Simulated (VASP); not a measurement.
# NaCl (Fm-3m) in VASP: a series of runs

The runs below take NaCl through single point, with PBE.

Program: VASP 6.6.1. These are calculated values, not measurements. Logs are shortened: lines on timing, memory, paths and dates and some standing lists are left out, and cuts for length are marked.

### Step 1. The cell of the first run

The structure is cubic, space group Fm-3m (No. 225). Conventional cell: a = 5.579 Å, b = 5.579 Å, c = 5.579 Å, α = 90.00°, β = 90.00°, γ = 90.00°. Within 3.7 Å of Na (site symmetry m-3m) lie 6 Cl at 2.79 Å. Within 3.7 Å of Cl (site symmetry m-3m) lie 6 Na at 2.79 Å.

### Step 2. Single point, PBE (21.70 Å³/atom)

INCAR

```
PREC = Accurate
ENCUT = 520
EDIFF = 1E-7
ISMEAR = 0
SIGMA = 0.01
LREAL = F
LASPH = T
NELM = 60
ALGO = Normal
ISIF = 2
LWAVE = F
LCHARG = T
GGA = PE
LELF = T
LVHAR = T
NBANDS = 14
```

KPOINTS

```
Automatic mesh
0
Gamma
  6 6 6
```

POSCAR

```
NaCl
1.0
    0.0000000000      2.7894510495      2.7894510495
    2.7894510495      0.0000000000      2.7894510495
    2.7894510495      2.7894510495      0.0000000000
Na Cl
1 1
Direct
    0.0000000000      0.0000000000      0.0000000000
    0.5000000000      0.5000000000      0.5000000000
```

Potentials or basis: VASP PAW PBE potentials, release 64 (Na_pv, Cl).

Run with:

```
> cat potpaw_PBE.64/Na_pv/POTCAR potpaw_PBE.64/Cl/POTCAR > POTCAR
> mpirun -np 1 vasp_std > vasp.out
```

OUTCAR:

```text
PREC = Accurate
   ENCUT = 520
   EDIFF = 1E-7
   ISMEAR = 0
   LREAL = F
   LASPH = T
   NELM = 60
   ISIF = 2
   GGA = PE

 ion  position               nearest neighbor table
   1  0.000  0.000  0.000-
   2  0.500  0.500  0.500-

  LATTYP: Found a face centered cubic cell.
 ALAT       =     5.5789020990

  Lattice vectors:

 A1 = (   0.0000000000,   2.7894510495,   2.7894510495)
 A2 = (   2.7894510495,   0.0000000000,   2.7894510495)
 A3 = (   2.7894510495,   2.7894510495,   0.0000000000)

Analysis of symmetry for initial positions (statically):
=====================================================================
 Subroutine PRICEL returns:
 Original cell was already a primitive cell.

 Routine SETGRP: Setting up the symmetry group for a
 face centered cubic supercell.

 Subroutine GETGRP returns: Found 48 space group operations
 (whereof 48 operations were pure point group operations)
 out of a pool of 48 trial point group operations.

The static configuration has the point symmetry O_h .

Analysis of symmetry for dynamics (positions and initial velocities):
=====================================================================
 Subroutine PRICEL returns:
 Original cell was already a primitive cell.

 Routine SETGRP: Setting up the symmetry group for a
 face centered cubic supercell.

 Subroutine GETGRP returns: Found 48 space group operations
 (whereof 48 operations were pure point group operations)
 out of a pool of 48 trial point group operations.

The dynamic configuration has the point symmetry O_h .

 Subroutine INISYM returns: Found 48 space group operations
 (whereof 48 operations are pure point group operations),
 and found     1 'primitive' translations

----------------------------------------------------------------------------------------

                                     Primitive cell

  volume of cell :      43.4096

  direct lattice vectors                    reciprocal lattice vectors
     0.000000000  2.789451049  2.789451049    -0.179246737  0.179246737  0.179246737
     2.789451049  0.000000000  2.789451049     0.179246737 -0.179246737  0.179246737
     2.789451049  2.789451049  0.000000000     0.179246737  0.179246737 -0.179246737

  length of vectors
     3.944879506  3.944879506  3.944879506     0.310464456  0.310464456  0.310464456

  position of ions in fractional coordinates (direct lattice)
     0.000000000  0.000000000  0.000000000
     0.500000000  0.500000000  0.500000000

  ion indices of the primitive-cell ions
   primitive index   ion index
                 1           1
                 2           2

----------------------------------------------------------------------------------------

 KPOINTS: Automatic mesh

Automatic generation of k-mesh.
 Grid dimensions read from file:
 generate k-points for:    6    6    6

 Generating k-lattice:

  Cartesian coordinates                     Fractional coordinates (reciprocal lattice)
    -0.029874456  0.029874456  0.029874456     0.166666667  0.000000000  0.000000000
     0.029874456 -0.029874456  0.029874456     0.000000000  0.166666667  0.000000000
     0.029874456  0.029874456 -0.029874456     0.000000000  0.000000000  0.166666667

  Length of vectors
     0.051744076  0.051744076  0.051744076

  Shift w.r.t. Gamma in fractional coordinates (k-lattice)
     0.000000000  0.000000000  0.000000000

 Subroutine IBZKPT returns following result:
 ===========================================

 Found     16 irreducible k-points:

 Following reciprocal coordinates:
            Coordinates               Weight
  0.000000  0.000000  0.000000      1.000000
  0.166667  0.000000  0.000000      8.000000
  0.333333  0.000000  0.000000      8.000000
  0.500000  0.000000  0.000000      4.000000
  0.166667  0.166667  0.000000      6.000000
  0.333333  0.166667  0.000000     24.000000
[... 8 lines left out ...]
 -0.333333  0.333333  0.166667     24.000000
 -0.333333  0.500000  0.166667     12.000000
   k-points           NKPTS =     16   k-points in BZ     NKDIM =     16   number of bands    NBANDS=     14
   number of dos      NEDOS =    301   number of ions     NIONS =      2
   total plane-waves  NPLWV =  27000
   dimension x,y,z NGX =    30 NGY =   30 NGZ =   30
   dimension x,y,z NGXF=    60 NGYF=   60 NGZF=   60
   ions per type =               1   1
   NGX,Y,Z   is equivalent  to a cutoff of  12.64, 12.64, 12.64 a.u.
   NGXF,Y,Z  is equivalent  to a cutoff of  25.29, 25.29, 25.29 a.u.
 SYSTEM =  unknown system
   PREC   = accura    normal or accurate (medium, high low for compatibility)
   ISTART =      0    job   : 0-new  1-cont  2-samecut
   ICHARG =      2    charge: 1-file 2-atom 10-const
   ISPIN  =      1    spin polarized calculation?
   LNONCOLLINEAR =      F non collinear calculations
   LSORBIT =      F    spin-orbit coupling
   LASPH  =      T    aspherical Exc in radial PAW
   ENCUT  =  520.0 eV  38.22 Ry    6.18 a.u.   7.33  7.33  7.33*2*pi/ulx,y,z
   NELM   =     60;   NELMIN=  2; NELMDL= -5     # of ELM steps
   EDIFF  = 0.1E-06   stopping-criterion for ELM
   LREAL  =      F    real-space projection
   EDIFFG = 0.1E-05   stopping-criterion for IOM
   NSW    =      0    number of steps for IOM
   IBRION =     -1    ionic relax: 0-MD 1-quasi-New 2-CG
   NFREE  =      0    steps in history (QN), initial steepest desc. (CG)
   ISIF   =      2    stress and relaxation
   ISYM   =      2    0-nonsym 1-usesym 2-fastsym
   POTIM  = 0.5000    time-step for ionic-motion
   TEBEG  =    0.0;   TEEND  =   0.0 temperature during run
   PSTRESS=    0.0 pullay stress
   NELECT =      14.0000    total number of electrons
   NUPDOWN=      -1.0000    fix difference up-down
   EMIN   =  10.00;   EMAX   =-10.00  energy-range for DOS
   EFERMI =   0.00;   METHOD = LEGACY
   ISMEAR =     0;   SIGMA  =   0.01  broadening in eV -4-tet -1-fermi 0-gaus
   EFERMI_NEDOS =   21; number of points for ismear=-14 and -15
   IALGO  =     38    algorithm
   IMIX   =      4    mixing-type and parameters
     AMIX     =   0.40;   BMIX     =  1.00
     AMIX_MAG =   1.60;   BMIX_MAG =  1.00
  volume/ion in A,a.u.               =      21.70       146.47
  Fermi-wavevector in a.u.,A,eV,Ry     =   1.122679  2.121555 17.148881  1.260407
  Thomas-Fermi vector in A             =   2.259340
   LORBIT       =      0    0 simple, 1 ext, 2 COOP (PROOUT), +10 PAW based schemes
   GGA     = PE    functional components
   LHFCALC =     F    Hartree Fock is set to
   AEXX    =    0.0000 exact exchange contribution
   IVDW    =     0    specifies the selected vdW correction
   LEPSILON=     F    determine dielectric tensor
   LRPA    =     F    only Hartree local field effects (RPA)
 non-spin polarized calculation
 Gauss-broadening in eV      SIGMA  =   0.01
  energy-cutoff  :      520.00
  volume of cell :       43.41
 maximum number of plane-waves:      1211
 NGX is ok and might be reduce to    30
   NGX = 15   NGY = 15   NGZ = 15

 number of electron      14.0000008 magnetization

 Free energy of the ion-electron system (eV)
  ---------------------------------------------------
  ext. energy  EPLUGINS =         0.00000000
  ---------------------------------------------------
  free energy    TOTEN  =        -6.76354749 eV

  energy without entropy =       -6.76354749  energy(sigma->0) =       -6.76354749

 E-fermi :  -0.4748     XC(G=0):  -8.3066

 val. band max:       -0.5385139999   @ k =   0.0000   0.0000   0.0000
 cond. band min:       4.6980627125   @ k =   0.0000   0.0000   0.0000
 fundamental gap:      5.2365767124
 Fermi energy:        -0.4747947672

 k-point     1 :       0.0000    0.0000    0.0000
  band No.  band energies     occupation
      1     -21.2955      2.00000
      2     -21.2955      2.00000
      3     -21.2955      2.00000
      4     -13.2731      2.00000
      5      -0.5385      2.00000
      6      -0.5385      2.00000
      7      -0.5385      2.00000
      8       4.6981      0.00000
      9      10.6143      0.00000
     10      10.6143      0.00000
     11      10.6143      0.00000
     12      12.8180      0.00000
     13      12.8180      0.00000
     14      14.4799      0.00000

 k-point     2 :       0.1667    0.0000    0.0000
  band No.  band energies     occupation
      1     -21.3041      2.00000
      2     -21.2961      2.00000
      3     -21.2961      2.00000
      4     -13.1844      2.00000
      5      -1.1694      2.00000
      6      -0.6125      2.00000
      7      -0.6125      2.00000
      8       5.5297      0.00000
      9       9.8363      0.00000
     10      10.9115      0.00000
     11      10.9115      0.00000
     12      12.5110      0.00000
     13      12.5110      0.00000
     14      15.6461      0.00000

 k-point     3 :       0.3333    0.0000    0.0000
  band No.  band energies     occupation
      1     -21.3211      2.00000
      2     -21.2973      2.00000
      3     -21.2973      2.00000
      4     -12.9988      2.00000
      5      -2.1473      2.00000
      6      -0.7533      2.00000
      7      -0.7533      2.00000
      8       6.6177      0.00000
      9       9.7026      0.00000
     10      10.7436      0.00000
     11      10.7436      0.00000
     12      13.6256      0.00000
     13      13.6257      0.00000
     14      14.9414      0.00000

 k-point     4 :       0.5000    0.0000    0.0000
  band No.  band energies     occupation
      1     -21.3296      2.00000
      2     -21.2979      2.00000
      3     -21.2979      2.00000
      4     -12.9015      2.00000
      5      -2.5620      2.00000
      6      -0.8205      2.00000
      7      -0.8205      2.00000
      8       6.7934      0.00000
      9      10.3567      0.00000
     10      10.5139      0.00000
     11      10.5139      0.00000
     12      14.6671      0.00000
     13      15.7690      0.00000
     14      15.7690      0.00000

 k-point     5 :       0.1667    0.1667    0.0000
  band No.  band energies     occupation
      1     -21.3033      2.00000
      2     -21.2978      2.00000
      3     -21.2978      2.00000
      4     -13.1590      2.00000
      5      -1.1900      2.00000
      6      -0.7116      2.00000
      7      -0.7116      2.00000
      8       5.8064      0.00000
      9       9.3538      0.00000
     10      11.2850      0.00000
     11      11.2850      0.00000
[... 140 lines left out ...]
 k-point    14 :       0.5000    0.3333    0.1667
  band No.  band energies     occupation
      1     -21.3180      2.00000
      2     -21.3056      2.00000
      3     -21.3006      2.00000
      4     -12.9057      2.00000
      5      -2.0717      2.00000
      6      -1.3229      2.00000
      7      -0.9872      2.00000
      8       7.9959      0.00000
      9       8.6900      0.00000
     10       9.3939      0.00000
     11      11.9217      0.00000
     12      13.2067      0.00000
     13      15.7539      0.00000
     14      16.2187      0.00000

 k-point    15 :      -0.3333    0.3333    0.1667
  band No.  band energies     occupation
      1     -21.3186      2.00000
      2     -21.3082      2.00000
      3     -21.3025      2.00000
      4     -12.8502      2.00000
      5      -2.0849      2.00000
      6      -1.5744      2.00000
      7      -1.1013      2.00000
      8       8.4670      0.00000
      9       8.7473      0.00000
     10       9.5536      0.00000
     11      11.4804      0.00000
     12      13.8648      0.00000
     13      15.3377      0.00000
     14      16.3112      0.00000

 k-point    16 :      -0.3333    0.5000    0.1667
  band No.  band energies     occupation
      1     -21.3151      2.00000
      2     -21.3082      2.00000
      3     -21.3067      2.00000
      4     -12.8377      2.00000
      5      -2.0481      2.00000
      6      -1.4978      2.00000
      7      -1.2932      2.00000
      8       7.9691      0.00000
      9       8.3858      0.00000
     10      10.1241      0.00000
     11      11.7140      0.00000
     12      14.9358      0.00000
     13      15.9139      0.00000
     14      16.0160      0.00000

------------------------ aborting loop because EDIFF is reached ----------------------------------------

  FORCE on cell =-STRESS in cart. coord.  units (eV):
  Direction    XX          YY          ZZ          XY          YZ          ZX
  --------------------------------------------------------------------------------------
  -------------------------------------------------------------------------------------
  Total        0.4530878      0.4530878      0.4530878      0.0000000     -0.0000000     -0.0000000
  in kB       16.7227134     16.7227134     16.7227134      0.0000000     -0.0000000     -0.0000000
  external PRESSURE =      16.7227134 kB  Pullay stress =       0.0000000 kB

 VOLUME and BASIS-vectors are now :
 -----------------------------------------------------------------------------
  energy-cutoff  :      520.00
  volume of cell :       43.41
      direct lattice vectors                 reciprocal lattice vectors
     0.000000000  2.789451049  2.789451049    -0.179246737  0.179246737  0.179246737
     2.789451049  0.000000000  2.789451049     0.179246737 -0.179246737  0.179246737
     2.789451049  2.789451049  0.000000000     0.179246737  0.179246737 -0.179246737

 POSITION                                       TOTAL-FORCE (eV/Angst)
 -----------------------------------------------------------------------------------
      0.00000      0.00000      0.00000         0.000000      0.000000      0.000000
      2.78945      2.78945      2.78945        -0.000000     -0.000000     -0.000000
 -----------------------------------------------------------------------------------
    total drift:                               -0.000000      0.000000      0.000000

  FREE ENERGIE OF THE ION-ELECTRON SYSTEM (eV)
  ---------------------------------------------------
  free  energy   TOTEN  =        -6.7635474939 eV

  energy  without entropy=       -6.7635474939  energy(sigma->0) =       -6.76354749
```

Run time: 23 s. Hardware: 1 thread of AMD EPYC 7R43 (Zen 3), shared host; peak memory 0.12 GiB.

Results:

| Property | Result |
| --- | --- |
| Free energy | -6.7635 eV |
| Pressure | 1.7 GPa |
| Band gap on the k mesh | 5.24 eV |

Levels at points of the mesh, in eV from the valence-band top:
```tsv
k point	band 3	band 4	band 5	band 6	band 7	band 8	band 9	band 10	band 11	band 12
(0.00, 0.00, 0.00)	-20.76	-12.73	0.00	0.00	0.00	5.24	11.15	11.15	11.15	13.36
(0.50, 0.00, 0.00)	-20.76	-12.36	-2.02	-0.28	-0.28	7.33	10.90	11.05	11.05	15.21
(0.50, 0.50, 0.00)	-20.77	-12.31	-1.75	-0.63	-0.63	7.63	8.05	11.56	15.07	15.07
```

### Step 3. Single point, PBE

This run uses another cell than the first one, of 23.09 Å³/atom.

INCAR

```
SYSTEM = NaCl
  PREC = Accurate
  ENCUT = 520
  EDIFF = 1E-6
  ISMEAR = 0
  SIGMA = 0.01
  LREAL = .FALSE.
  LASPH = .TRUE.
  NELM = 80
  ALGO = Normal
  ISIF = 2
  LWAVE = .FALSE.
  LCHARG = .FALSE.
  GGA = PE
  NBANDS = 14
```

KPOINTS

```
regular mesh
0
G
  6 6 6
  0 0 0
```

POSCAR

```
NaCl
1.0
    0.0000000000      2.8475812638      2.8475812638
    2.8475812638      0.0000000000      2.8475812638
    2.8475812638      2.8475812638      0.0000000000
Na Cl
1 1
Direct
    0.0000000000      0.0000000000      0.0000000000
    0.5000000000      0.5000000000      0.5000000000
```

Potentials or basis: VASP PAW PBE potentials, release 64 (Na_pv, Cl).

Run with:

```
> cat potpaw_PBE.64/Na_pv/POTCAR potpaw_PBE.64/Cl/POTCAR > POTCAR
> mpirun -np 1 vasp_std > vasp.out
```

Run time: 18 s. Hardware: 1 thread of AMD EPYC 7R43 (Zen 3), shared host; peak memory 0.12 GiB.

The run converged. Its results:

```
Free energy            : -6.7779 eV
Pressure               : 0.0 GPa
Band gap on the k mesh : 5.00 eV
```

Levels at points of the mesh, in eV from the valence-band top:
```
           k point  band 4  band 5  band 6  band 7  band 8  band 9  band 10  band 11
(0.00, 0.00, 0.00)  -12.59    0.00    0.00    0.00    5.00   11.09    11.09    11.09
(0.50, 0.00, 0.00)  -12.29   -1.84   -0.25   -0.25    7.22   10.39    10.90    10.90
(0.50, 0.50, 0.00)  -12.24   -1.58   -0.57   -0.57    7.45    8.10    11.11    14.52
```

### Step 4. Single point, PBE (22.40 Å³/atom)

This run uses another cell than the first one, of 22.40 Å³/atom.

INCAR: that of step 3 with these lines changed.

```diff
@@ -8,3 +8,3 @@
   LASPH = .TRUE.
-  NELM = 80
+  NELM = 100
   ALGO = Normal
```

KPOINTS is that of step 3.

POSCAR

```
NaCl
1.0
    0.0000000000      2.8188158500      2.8188158500
    2.8188158500      0.0000000000      2.8188158500
    2.8188158500      2.8188158500      0.0000000000
Na Cl
1 1
Direct
    0.0000000000      0.0000000000      0.0000000000
    0.5000000000      0.5000000000      0.5000000000
```

Run with:

```
> cat potpaw_PBE.64/Na_pv/POTCAR potpaw_PBE.64/Cl/POTCAR > POTCAR
> mpirun -np 1 vasp_std > vasp.out
```

It took 14 s on 1 thread of AMD EPYC 7R43 (Zen 3), shared host; peak memory 0.12 GiB.

Results (log left out):

| Property | Result |
| --- | --- |
| Free energy | -6.7744 eV |
| Pressure | 0.8 GPa |
| Band gap on the k mesh | 5.11 eV |

Levels at points of the mesh, in eV from the valence-band top:
```tsv
k point	band 5	band 6	band 7	band 8	band 9	band 10
(0.00, 0.00, 0.00)	0.00	0.00	0.00	5.11	11.12	11.12
(0.50, 0.00, 0.00)	-1.93	-0.26	-0.26	7.28	10.63	10.98
(0.50, 0.50, 0.00)	-1.66	-0.60	-0.60	7.54	8.08	11.33
```

### Step 5. Single point, PBE (23.78 Å³/atom)

This run uses another cell than the first one, of 23.78 Å³/atom.

INCAR

```
PREC     = Accurate       # precision mode
ENCUT    = 520            # plane-wave cutoff, eV
EDIFF    = 1E-7           # SCF threshold, eV
ISMEAR   = 0              # smearing method
SIGMA    = 0.01           # smearing width, eV
LREAL    = F              # projectors in reciprocal space
LASPH    = T              # aspherical terms in the spheres
NELM     = 100            # most SCF steps
ALGO     = Normal         # electronic algorithm
ISIF     = 2              # what is computed and relaxed
LWAVE    = F              # write WAVECAR
LCHARG   = F              # write CHGCAR
GGA      = PE             # functional
NBANDS   = 14             # bands
```

KPOINTS

```
regular mesh
0
Gamma
  6 6 6
```

POSCAR

```
NaCl
1.0
    0.0000000000      2.8757769714      2.8757769714
    2.8757769714      0.0000000000      2.8757769714
    2.8757769714      2.8757769714      0.0000000000
Na Cl
1 1
Direct
    0.0000000000      0.0000000000      0.0000000000
    0.5000000000      0.5000000000      0.5000000000
```

Run with:

```
> cat potpaw_PBE.64/Na_pv/POTCAR potpaw_PBE.64/Cl/POTCAR > POTCAR
> mpirun -np 1 vasp_std > vasp.out
```

It took 19 s on 1 thread of AMD EPYC 7R43 (Zen 3), shared host; peak memory 0.12 GiB.

It converged, with:

| Quantity | Value |
| --- | --- |
| Free energy | -6.7752 eV |
| Pressure | -0.7 GPa |
| Band gap on the k mesh | 4.89 eV |

Levels at points of the mesh, in eV from the valence-band top:
| k point | band 4 | band 5 | band 6 | band 7 | band 8 | band 9 | band 10 | band 11 |
| --- | --- | --- | --- | --- | --- | --- | --- | --- |
| (0.00, 0.00, 0.00) | -12.53 | 0.00 | 0.00 | 0.00 | 4.89 | 11.05 | 11.05 | 11.05 |
| (0.50, 0.00, 0.00) | -12.25 | -1.75 | -0.23 | -0.23 | 7.17 | 10.15 | 10.82 | 10.82 |
| (0.50, 0.50, 0.00) | -12.21 | -1.51 | -0.54 | -0.54 | 7.36 | 8.12 | 10.91 | 14.26 |

### Step 6. Summary

```csv
cell,gap on the mesh (eV),pressure (GPa)
"a = 3.945 Å, angles 60.0°, 2 atoms",5.24,1.7
"a = 4.027 Å, angles 60.0°, 2 atoms",5.00,0.0
"a = 3.986 Å, angles 60.0°, 2 atoms",5.11,0.8
"a = 4.067 Å, angles 60.0°, 2 atoms",4.89,-0.7
```

Alike in all rows: task single point; level PBE; potentials or basis VASP PAW PBE potentials, release 64 (Na_pv, Cl); no spin polarisation; k mesh 6 × 6 × 6; cutoff (eV) 520; smearing gaussian 0.01 eV.

Absolute energies hang on the potentials; compare differences alone.
